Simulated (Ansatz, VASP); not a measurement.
Zr in VASP and in Ansatz

File INCAR:

```
SYSTEM = Zr
PREC = Accurate ; ENCUT = 520
EDIFF = 1E-8 ; ISMEAR = -1
SIGMA = 0.08 ; LREAL = .FALSE.
LASPH = .TRUE. ; NELM = 60
ALGO = Normal ; ISIF = 2
LWAVE = .FALSE. ; LCHARG = .FALSE.
GGA = PS ; LEFG = .TRUE.
NBANDS = 19
```

File KPOINTS:

```
regular mesh
0
G
  13 13 7
  0 0 0
```

The input POSCAR:

```
Zr
1.0
    3.2534028080      0.0000000000      0.0000000000
   -1.6267014040      2.8175294804      0.0000000000
    0.0000000000      0.0000000000      5.1810870861
Zr
2
Direct
    0.3333333333      0.6666666667      0.2500000000
    0.6666666667      0.3333333333      0.7500000000
```

Input for Ansatz:

```yaml
crystal:
  lattice:
    - [3.253402808, 0.0, 0.0]
    - [-1.626701404, 2.8175294804, 0.0]
    - [0.0, 0.0, 5.1810870861]
  atoms:
    - { symbol: Zr, position: [0.3333333333, 0.6666666667, 0.25] }
    - { symbol: Zr, position: [0.6666666667, 0.3333333333, 0.75] }
kpoints:
  mp_grid: { grid: [13, 13, 7] }
scf:
  occupations: { method: fermi_dirac, width: 0.08 }
hamiltonian:
  xc: pbesol
  pseudopotentials: { kind: all_electron, datasets: crystal }
output:
  forces: true
  stress: true
  eigenvalues: true
  efg: { contact_densities: true }
```

Change from the starting cell: volume scaled by 1.02, crystal datasets.

Alike in both runs: task electric field gradients; functional PBEsol; k mesh 13 × 13 × 7; occupations fermi-dirac, width 0.08 eV; no spin polarisation.

|  | VASP | Ansatz |
| --- | --- | --- |
| version | VASP 6.6.1 | Ansatz 0.2.0 |
| potentials or method | VASP PAW PBE potentials, release 64 (Zr_sv), cutoff 520 eV | all-electron PAW with datasets made for the crystal, scalar-relativistic |

Ansatz gave:

| Quantity | Value |
| --- | --- |
| pressure (GPa) | -4.9 |
| traceless stress, the component that is largest in VASP (GPa) | 0.33 |
| size of Vzz on the site where it differs most (V/Å²) | 40.5 |

Task: Estimate VASP's values.

Result: Pressure (GPa): -4.9; traceless stress, the component that is largest in VASP (GPa): 0.33; size of Vzz on the site where it differs most (V/Å²): 39.8.

VASP's potentials were made for PBE, not for PBEsol. Ansatz ran all-electron here, and VASP with PAW potentials.
